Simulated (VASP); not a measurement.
# Yb (C2/m) in VASP: single point with PBE

Aim: the single point of Yb with PBE.

Everything below comes from runs of VASP 6.6.1. Logs are shortened: lines on timing, memory, paths and dates and some standing lists are left out, and cuts for length are marked.

### Step 1. The cell of the first run

The structure is monoclinic, space group C2/m (No. 12). The conventional cell has a = 4.684 Å, b = 5.224 Å, c = 3.091 Å, α = 90.00°, β = 124.19°, γ = 90.00°. Within 4.1 Å of Yb (site symmetry 2/m) lie 12 Yb at 3.09 to 3.90 Å.

### Step 2. Single point, PBE (engineering shear strain xz -0.2200, normal strain along z -0.1100)

Contents of INCAR:

```
  PREC = Accurate
  ENCUT = 520
  EDIFF = 1E-6
  ISMEAR = 0
  SIGMA = 0.15
  LREAL = False
  LASPH = True
  NELM = 100
  ALGO = Fast
  ISIF = 2
  LWAVE = False
  LCHARG = False
  GGA = PE
  NBANDS = 18
```

Contents of KPOINTS:

```
regular mesh
0
Gamma
  14 14 14
```

Contents of POSCAR:

```
Yb
1.0
   -0.2872968390      2.6117894455      2.3244926065
    2.3244926065      0.0000000000      2.0371957675
    2.6117894455      2.6117894455     -0.2872968390
Yb
1
Direct
    0.0000000000      0.0000000000      0.0000000000
```

Potentials or basis: VASP PAW PBE potentials, release 64 (Yb).

The run is started by

```sh
$ cat potpaw_PBE.64/Yb/POTCAR > POTCAR
$ mpirun -np 1 vasp_std > vasp.out
```

OUTCAR:

```text
PREC = Accurate
   ENCUT = 520
   EDIFF = 1E-6
   ISMEAR = 0
   LREAL = False
   LASPH = True
   NELM = 100
   ISIF = 2
   GGA = PE

 ion  position               nearest neighbor table
   1  0.000  0.000  0.000-

  LATTYP: Found a base centered monoclinic cell.
 ALAT       =     4.6843592310
 B/A-ratio  =     1.1151106551
 C/A-ratio  =     0.6598261548
 COS(beta)  =    -0.5618769527

  Lattice vectors:

 A1 = (   0.2872968390,  -2.6117894455,  -2.3244926065)
 A2 = (   0.2872968390,   2.6117894455,  -2.3244926065)
 A3 = (   2.3244926065,   0.0000000000,   2.0371957675)

Analysis of symmetry for initial positions (statically):
=====================================================================
 Subroutine PRICEL returns:
 Original cell was already a primitive cell.

 Routine SETGRP: Setting up the symmetry group for a
 base centered monoclinic supercell.

 Subroutine GETGRP returns: Found  4 space group operations
 (whereof  4 operations were pure point group operations)
 out of a pool of  4 trial point group operations.

The static configuration has the point symmetry C_2h.

Analysis of symmetry for dynamics (positions and initial velocities):
=====================================================================
 Subroutine PRICEL returns:
 Original cell was already a primitive cell.

 Routine SETGRP: Setting up the symmetry group for a
 base centered monoclinic supercell.

 Subroutine GETGRP returns: Found  4 space group operations
 (whereof  4 operations were pure point group operations)
 out of a pool of  4 trial point group operations.

The dynamic configuration has the point symmetry C_2h.

 Subroutine INISYM returns: Found  4 space group operations
 (whereof  4 operations are pure point group operations),
 and found     1 'primitive' translations

----------------------------------------------------------------------------------------

                                     Primitive cell

  volume of cell :      31.2816

  direct lattice vectors                    reciprocal lattice vectors
    -0.287296839  2.611789445  2.324492606    -0.170091024  0.191439628  0.194078220
     2.324492606  0.000000000  2.037195768     0.218065415 -0.191439628  0.242052611
     2.611789445  2.611789445 -0.287296839     0.170091024  0.191439628 -0.194078220

  length of vectors
     3.508168961  3.090862739  3.704784432     0.321319845  0.377877127  0.321319845

  position of ions in fractional coordinates (direct lattice)
[... 75 lines left out ...]
   ENCUT  =  520.0 eV  38.22 Ry    6.18 a.u.   6.52  5.75  6.89*2*pi/ulx,y,z
   NELM   =    100;   NELMIN=  2; NELMDL= -5     # of ELM steps
   EDIFF  = 0.1E-05   stopping-criterion for ELM
   LREAL  =      F    real-space projection
   EDIFFG = 0.1E-04   stopping-criterion for IOM
   NSW    =      0    number of steps for IOM
   IBRION =     -1    ionic relax: 0-MD 1-quasi-New 2-CG
   NFREE  =      0    steps in history (QN), initial steepest desc. (CG)
   ISIF   =      2    stress and relaxation
   ISYM   =      2    0-nonsym 1-usesym 2-fastsym
   POTIM  = 0.5000    time-step for ionic-motion
   TEBEG  =    0.0;   TEEND  =   0.0 temperature during run
   PSTRESS=    0.0 pullay stress
   NELECT =      24.0000    total number of electrons
   NUPDOWN=      -1.0000    fix difference up-down
   EMIN   =  10.00;   EMAX   =-10.00  energy-range for DOS
   EFERMI =   0.00;   METHOD = LEGACY
   ISMEAR =     0;   SIGMA  =   0.15  broadening in eV -4-tet -1-fermi 0-gaus
   EFERMI_NEDOS =   21; number of points for ismear=-14 and -15
   IALGO  =     68    algorithm
   IMIX   =      4    mixing-type and parameters
     AMIX     =   0.40;   BMIX     =  1.00
     AMIX_MAG =   1.60;   BMIX_MAG =  1.00
  volume/ion in A,a.u.               =      31.28       211.10
  Fermi-wavevector in a.u.,A,eV,Ry     =   1.498702  2.832137 30.560166  2.246109
  Thomas-Fermi vector in A             =   2.610427
   LORBIT       =      0    0 simple, 1 ext, 2 COOP (PROOUT), +10 PAW based schemes
   GGA     = PE    functional components
   LHFCALC =     F    Hartree Fock is set to
   AEXX    =    0.0000 exact exchange contribution
   IVDW    =     0    specifies the selected vdW correction
   LEPSILON=     F    determine dielectric tensor
   LRPA    =     F    only Hartree local field effects (RPA)
 non-spin polarized calculation
 RMM-DIIS sequential band-by-band and
 Gauss-broadening in eV      SIGMA  =   0.15
  energy-cutoff  :      520.00
  volume of cell :       31.28
 maximum number of plane-waves:       864
 NGX is ok and might be reduce to    28
   NGX = 13   NGY = 11   NGZ = 13

 number of electron      23.9999994 magnetization

 Free energy of the ion-electron system (eV)
  ---------------------------------------------------
  ext. energy  EPLUGINS =         0.00000000
  ---------------------------------------------------
  free energy    TOTEN  =        -3.35711862 eV

  energy without entropy =       -3.34100643  energy(sigma->0) =       -3.34906253

 E-fermi :   1.9026     XC(G=0): -10.0580

 val. band max:        1.9012818558   @ k =   0.5000  -0.0714   0.1429
 cond. band min:       1.9076884320   @ k =  -0.2143   0.5000   0.2143
 fundamental gap:      0.0064065762
 Fermi energy:         1.9025958457

 k-point     1 :       0.0000    0.0000    0.0000
  band No.  band energies     occupation
      1     -49.7328      2.00000
      2     -21.8329      2.00000
      3     -21.8158      2.00000
      4     -21.6480      2.00000
      5      -3.3907      2.00000
      6       1.3190      2.00000
[... 481 lines left out ...]
      5      -2.7406      2.00000
      6       1.3240      2.00000
[... 10 lines left out ...]
     17       7.3966      0.00000
     18      12.8946      0.00000

 [... further k-points ...]

------------------------ aborting loop because EDIFF is reached ----------------------------------------

  FORCE on cell =-STRESS in cart. coord.  units (eV):
  Direction    XX          YY          ZZ          XY          YZ          ZX
  --------------------------------------------------------------------------------------
  -------------------------------------------------------------------------------------
  Total        1.4650101      0.6340542      1.1665351      0.0000000     -0.0000000      1.5938810
  in kB       75.0346155     32.4748685     59.7473817      0.0000000     -0.0000000     81.6351003
  external PRESSURE =      55.7522886 kB  Pullay stress =       0.0000000 kB

 VOLUME and BASIS-vectors are now :
 -----------------------------------------------------------------------------
  energy-cutoff  :      520.00
  volume of cell :       31.28
      direct lattice vectors                 reciprocal lattice vectors
    -0.287296839  2.611789445  2.324492606    -0.170091024  0.191439628  0.194078220
     2.324492606  0.000000000  2.037195768     0.218065415 -0.191439628  0.242052611
     2.611789445  2.611789445 -0.287296839     0.170091024  0.191439628 -0.194078220

 POSITION                                       TOTAL-FORCE (eV/Angst)
 -----------------------------------------------------------------------------------
      0.00000      0.00000      0.00000        -0.000000     -0.000000     -0.000000
 -----------------------------------------------------------------------------------
    total drift:                                0.000000      0.000000      0.000000

  FREE ENERGIE OF THE ION-ELECTRON SYSTEM (eV)
  ---------------------------------------------------
  free  energy   TOTEN  =        -3.3571186225 eV

  energy  without entropy=       -3.3410064333  energy(sigma->0) =       -3.34906253
```

stdout:

```text
POSCAR found type information on POSCAR Yb
 POSCAR found :  1 types and       1 ions
 scaLAPACK will be used
 LDA part: xc-table for (Slater+PW92), standard interpolation
 POSCAR, INCAR and KPOINTS ok, starting setup
 FFT: planning ... GRIDC
 FFT: planning ... GRID_SOFT
 FFT: planning ... GRID
 WAVECAR not read
 entering main loop
WARNING in EDDRMM: call to ZHEGV failed, returncode =   6  3      5
```

Run time: 16 min. Hardware: 1 thread of Intel Xeon 8259CL, shared host; peak memory 0.56 GiB.

What came out:

- Free energy: -3.3571 eV
- Pressure: 5.6 GPa
- Band gap on the k mesh: zero (bands 12 and 13 overlap by 1.07 eV)

Caveat: the cell differs from its parent crystal (engineering shear strain xz -0.2200, normal strain along z -0.1100); the cell stands under pressure; spin-orbit coupling is left out, which moves the levels of the heavy elements.
